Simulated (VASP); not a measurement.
# V (P1) in VASP: further runs, part 2 of 2

VASP 6.6.1.

**4. Single point, PBEsol**

File INCAR:

```
SYSTEM = V
ALGO = Normal
EDIFF = 1E-6
ENCUT = 520
GGA = PS
ISIF = 2
ISMEAR = -1
LASPH = .True.
LCHARG = .False.
LREAL = Auto
LWAVE = .False.
NBANDS = 118
NELM = 60
PREC = Accurate
SIGMA = 0.17
```

File KPOINTS:

```
k-points
0
Gamma
  2 2 2
  0 0 0
```

File POSCAR:

```
V
1.0
    6.0400000000      0.0000000000      0.0000000000
    0.0000000000      6.0400000000      0.0000000000
    0.0000000000      0.0000000000      6.0400000000
V
16
Direct
   -0.0121026490      0.0240231788      0.0232284768
    0.4978973510     -0.0151158940      0.0474503311
    0.0078311258      0.5298841060      0.0674503311
   -0.0078311258     -0.0046854305      0.5350000000
    0.2433443709      0.2308112583      0.2820198675
    0.5014238411      0.4684768212      0.0553476821
    0.4991059603     -0.0182119205      0.5293543046
    0.7337086093      0.2671026490      0.3078807947
   -0.0117218543      0.5144867550      0.5885430464
    0.2572682119      0.7668874172      0.3232119205
    0.2405960265      0.2475993377      0.8260927152
    0.4804635762      0.5062748344      0.5826821192
    0.7367549669      0.7358278146      0.3414900662
    0.7762417219      0.2565562914      0.7901821192
    0.2466887417      0.7452483444      0.8030960265
    0.7372682119      0.7645695364      0.8220364238
```

Potentials or basis: VASP PAW PBE potentials, release 64 (V_sv).

Run with:

```console
cat potpaw_PBE.64/V_sv/POTCAR > POTCAR
mpirun -np 1 vasp_std > vasp.out
```

OUTCAR:

```text
SYSTEM = V
   EDIFF = 1E-6
   ENCUT = 520
   GGA = PS
   ISIF = 2
   ISMEAR = -1
   LASPH = .True.
   LREAL = Auto
   NELM = 60
   PREC = Accurate

 ion  position               nearest neighbor table
   1  0.988  0.024  0.023-  11 2.36  14 2.36  16 2.49   5 2.53  15 2.65   8 2.73  10 2.89
   2  0.498  0.985  0.047-  16 2.39  15 2.56   5 2.56  10 2.57  11 2.59   8 2.72  13 2.74  14 2.82
                             7 2.91
   3  0.008  0.530  0.067-  15 2.51  10 2.59  16 2.62   5 2.64  13 2.64  11 2.65   8 2.71  14 2.74
                             9 2.90
   4  0.992  0.995  0.535-  10 2.47  13 2.49  14 2.56   5 2.58   8 2.65  15 2.70  16 2.71  11 2.77
[... 11 lines left out ...]
  10  0.257  0.767  0.323-   7 2.32   4 2.47   2 2.57   3 2.59  12 2.60   9 2.74   5 2.81   6 2.84
                             1 2.89  15 2.90  13 2.90
  11  0.241  0.248  0.826-   1 2.36   6 2.49  12 2.59   2 2.59   9 2.64   3 2.65   5 2.76   4 2.77
                            14 2.81   7 2.87
  12  0.480  0.506  0.583-  15 2.42  13 2.54  11 2.59  10 2.60  16 2.63  14 2.65   8 2.68   5 2.85
                             6 2.87   7 2.89
  13  0.737  0.736  0.341-   7 2.36   4 2.49   9 2.51  12 2.54   3 2.64   2 2.74   6 2.76   8 2.84
                            10 2.90  16 2.91
  14  0.776  0.257  0.790-   9 2.36   1 2.36   4 2.56   6 2.64  12 2.65   3 2.74  11 2.81   2 2.82
                             7 2.84
  15  0.247  0.745  0.803-  12 2.42   9 2.46   3 2.51   2 2.56   1 2.65   7 2.66   4 2.70   6 2.74
                            10 2.90
  16  0.737  0.765  0.822-   2 2.39   1 2.49   9 2.56   3 2.62   7 2.63  12 2.63   6 2.69   4 2.71
                            13 2.91

  LATTYP: Found a simple cubic cell.
 ALAT       =     6.0400000000

  Lattice vectors:

 A1 = (   6.0400000000,   0.0000000000,   0.0000000000)
 A2 = (   0.0000000000,   6.0400000000,   0.0000000000)
 A3 = (   0.0000000000,   0.0000000000,   6.0400000000)

Analysis of symmetry for initial positions (statically):
=====================================================================
 Subroutine PRICEL returns:
 Original cell was already a primitive cell.

 Routine SETGRP: Setting up the symmetry group for a
 simple cubic supercell.

 Subroutine GETGRP returns: Found  1 space group operations
 (whereof  1 operations were pure point group operations)
 out of a pool of 48 trial point group operations.

The static configuration has the point symmetry C_1 .

Analysis of symmetry for dynamics (positions and initial velocities):
=====================================================================
 Subroutine PRICEL returns:
 Original cell was already a primitive cell.

 Routine SETGRP: Setting up the symmetry group for a
 simple cubic supercell.

 Subroutine GETGRP returns: Found  1 space group operations
 (whereof  1 operations were pure point group operations)
 out of a pool of 48 trial point group operations.

The dynamic configuration has the point symmetry C_1 .

 Subroutine INISYM returns: Found  1 space group operations
 (whereof  1 operations are pure point group operations),
 and found     1 'primitive' translations

----------------------------------------------------------------------------------------

                                     Primitive cell

  volume of cell :     220.3489

[... 77 lines left out ...]
  0.500000  0.500000  0.000000      1.000000
  0.000000  0.500000  0.500000      1.000000
  0.500000  0.000000  0.500000      1.000000
  0.500000  0.500000  0.500000      1.000000
   k-points           NKPTS =      8   k-points in BZ     NKDIM =      8   number of bands    NBANDS=    118
   number of dos      NEDOS =    301   number of ions     NIONS =     16
   total plane-waves  NPLWV = 110592
   dimension x,y,z NGX =    48 NGY =   48 NGZ =   48
   dimension x,y,z NGXF=    96 NGYF=   96 NGZF=   96
   ions per type =              16
   NGX,Y,Z   is equivalent  to a cutoff of  13.21, 13.21, 13.21 a.u.
   NGXF,Y,Z  is equivalent  to a cutoff of  26.42, 26.42, 26.42 a.u.
 SYSTEM =  V
   PREC   = accura    normal or accurate (medium, high low for compatibility)
   ISTART =      0    job   : 0-new  1-cont  2-samecut
   ICHARG =      2    charge: 1-file 2-atom 10-const
   ISPIN  =      1    spin polarized calculation?
   LNONCOLLINEAR =      F non collinear calculations
   LSORBIT =      F    spin-orbit coupling
   LASPH  =      T    aspherical Exc in radial PAW
   ENCUT  =  520.0 eV  38.22 Ry    6.18 a.u.  11.23 11.23 11.23*2*pi/ulx,y,z
   NELM   =     60;   NELMIN=  2; NELMDL= -5     # of ELM steps
   EDIFF  = 0.1E-05   stopping-criterion for ELM
   LREAL  =      T    real-space projection
   EDIFFG = 0.1E-04   stopping-criterion for IOM
   NSW    =      0    number of steps for IOM
   IBRION =     -1    ionic relax: 0-MD 1-quasi-New 2-CG
   NFREE  =      0    steps in history (QN), initial steepest desc. (CG)
   ISIF   =      2    stress and relaxation
   ISYM   =      2    0-nonsym 1-usesym 2-fastsym
   POTIM  = 0.5000    time-step for ionic-motion
   TEBEG  =    0.0;   TEEND  =   0.0 temperature during run
   PSTRESS=    0.0 pullay stress
   NELECT =     208.0000    total number of electrons
   NUPDOWN=      -1.0000    fix difference up-down
   EMIN   =  10.00;   EMAX   =-10.00  energy-range for DOS
   EFERMI =   0.00;   METHOD = LEGACY
   ISMEAR =    -1;   SIGMA  =   0.17  broadening in eV -4-tet -1-fermi 0-gaus
   EFERMI_NEDOS =   21; number of points for ismear=-14 and -15
   IALGO  =     38    algorithm
   IMIX   =      4    mixing-type and parameters
     AMIX     =   0.40;   BMIX     =  1.00
     AMIX_MAG =   1.60;   BMIX_MAG =  1.00
  volume/ion in A,a.u.               =      13.77        92.94
  Fermi-wavevector in a.u.,A,eV,Ry     =   1.605927  3.034761 35.089425  2.579000
  Thomas-Fermi vector in A             =   2.702195
   LORBIT       =      0    0 simple, 1 ext, 2 COOP (PROOUT), +10 PAW based schemes
   GGA     = PS    functional components
   LHFCALC =     F    Hartree Fock is set to
   AEXX    =    0.0000 exact exchange contribution
   IVDW    =     0    specifies the selected vdW correction
   LEPSILON=     F    determine dielectric tensor
   LRPA    =     F    only Hartree local field effects (RPA)
 non-spin polarized calculation
  energy-cutoff  :      520.00
  volume of cell :      220.35
 maximum number of plane-waves:      6031
 NGX is ok and might be reduce to    48
   NGX = 23   NGY = 23   NGZ = 23

 number of electron     208.0000014 magnetization

 Free energy of the ion-electron system (eV)
  ---------------------------------------------------
  ext. energy  EPLUGINS =         0.00000000
  ---------------------------------------------------
  free energy    TOTEN  =      -153.96213460 eV

  energy without entropy =     -151.92961466  energy(sigma->0) =     -152.94587463

 E-fermi :   9.3733     XC(G=0): -12.9091

 val. band max:        9.3657940282   @ k =   0.5000   0.0000   0.0000
 cond. band min:       9.3794909942   @ k =   0.5000   0.0000   0.0000
 fundamental gap:      0.0136969660
 Fermi energy:         9.3733159532

 k-point     1 :       0.0000    0.0000    0.0000
  band No.  band energies     occupation
      1     -54.2269      2.00000
      2     -54.1096      2.00000
      3     -54.1006      2.00000
      4     -54.0873      2.00000
      5     -54.0720      2.00000
      6     -54.0393      2.00000
[... 941 lines left out ...]
    115      11.2584      0.00003
    116      11.3224      0.00002
 [bands above 116 left out]

------------------------ aborting loop because EDIFF is reached ----------------------------------------

  FORCE on cell =-STRESS in cart. coord.  units (eV):
  Direction    XX          YY          ZZ          XY          YZ          ZX
  --------------------------------------------------------------------------------------
  -------------------------------------------------------------------------------------
  Total       -9.1352802    -10.7407718    -10.2797260      0.2594327     -0.7807463      0.2135738
  in kB      -66.4234821    -78.0971626    -74.7448552      1.8863593     -5.6768801      1.5529151
  external PRESSURE =     -73.0885000 kB  Pullay stress =       0.0000000 kB

 VOLUME and BASIS-vectors are now :
 -----------------------------------------------------------------------------
  energy-cutoff  :      520.00
  volume of cell :      220.35
      direct lattice vectors                 reciprocal lattice vectors
     6.040000000  0.000000000  0.000000000     0.165562914  0.000000000  0.000000000
     0.000000000  6.040000000  0.000000000     0.000000000  0.165562914  0.000000000
     0.000000000  0.000000000  6.040000000     0.000000000  0.000000000  0.165562914

 POSITION                                       TOTAL-FORCE (eV/Angst)
 -----------------------------------------------------------------------------------
      5.96690      0.14510      0.14030         0.393403     -0.956508      1.547857
      3.00730      5.94870      0.28660         0.085202      0.595099      0.240420
      0.04730      3.20050      0.40740        -0.439783     -0.940206      0.246631
      5.99270      6.01170      3.23140         0.041675      0.667078      0.623395
      1.46980      1.39410      1.70340         0.035612      0.881715      0.823438
      3.02860      2.82960      0.33430        -0.190898      1.282794      0.517489
[... 8 lines left out ...]
      1.49000      4.50130      4.85070        -0.066815      0.548321      0.493821
      4.45310      4.61800      4.96510         0.476570     -0.790331     -0.588474
 -----------------------------------------------------------------------------------
    total drift:                               -0.003750     -0.004233      0.003054

  FREE ENERGIE OF THE ION-ELECTRON SYSTEM (eV)
  ---------------------------------------------------
  free  energy   TOTEN  =      -153.9621345954 eV

  energy  without entropy=     -151.9296146567  energy(sigma->0) =     -152.94587463
```

It took 14 min on 1 thread of Intel Xeon 8259CL, shared host; peak memory 0.41 GiB.

Results:

```
Free energy            : -153.9621 eV
Pressure               : -7.3 GPa
Largest force          : 1.862 eV/Å
Band gap on the k mesh : zero (bands 104 and 105 overlap by 1.12 eV)
```

Forces in eV/Å, atoms in the order of the input:
```
V    0.393 -0.957  1.548
V    0.085  0.595  0.240
V   -0.440 -0.940  0.247
V    0.042  0.667  0.623
V    0.036  0.882  0.823
V   -0.191  1.283  0.517
V   -0.210  0.983  1.291
V    0.602 -0.525 -0.129
V    0.538 -0.140 -1.073
V   -0.753 -1.112 -0.874
V    0.269  0.119 -1.444
V    0.626 -0.890 -0.720
V    0.211  0.377 -1.525
V   -1.619 -0.102  0.570
V   -0.067  0.548  0.494
V    0.477 -0.790 -0.588
```

Stress tensor (GPa, compression positive):
```
-6.64  0.19  0.16
 0.19 -7.81 -0.57
 0.16 -0.57 -7.47
```

Caveat: the k points lie up to 0.52 Å⁻¹ apart, too coarse for converged energies and pressures of a metal; the atoms stand as in a frame of molecular dynamics; the PAW data sets were made with another functional, which shifts forces and pressure a little.

**5. Overview**

| cell | gap on the mesh (eV) | pressure (GPa) | largest force (eV/Å) |
| --- | --- | --- | --- |
| as given, atomic positions A | none | -5.8 | 3.07 |
| as given, atomic positions B | none | -4.6 | 2.26 |
| as given, atomic positions C | none | -7.3 | 1.86 |

Alike in all rows: task single point; level PBEsol; potentials or basis VASP PAW PBE potentials, release 64 (V_sv); no spin polarisation; k mesh 2 × 2 × 2; cutoff (eV) 520; smearing fermi-dirac 0.17 eV.

Caveats: all runs use coarse meshes; the atoms stand as in a frame of molecular dynamics; the PAW data sets were made with another functional, which shifts forces and pressure a little.

Absolute energies hang on the potentials; compare differences alone.
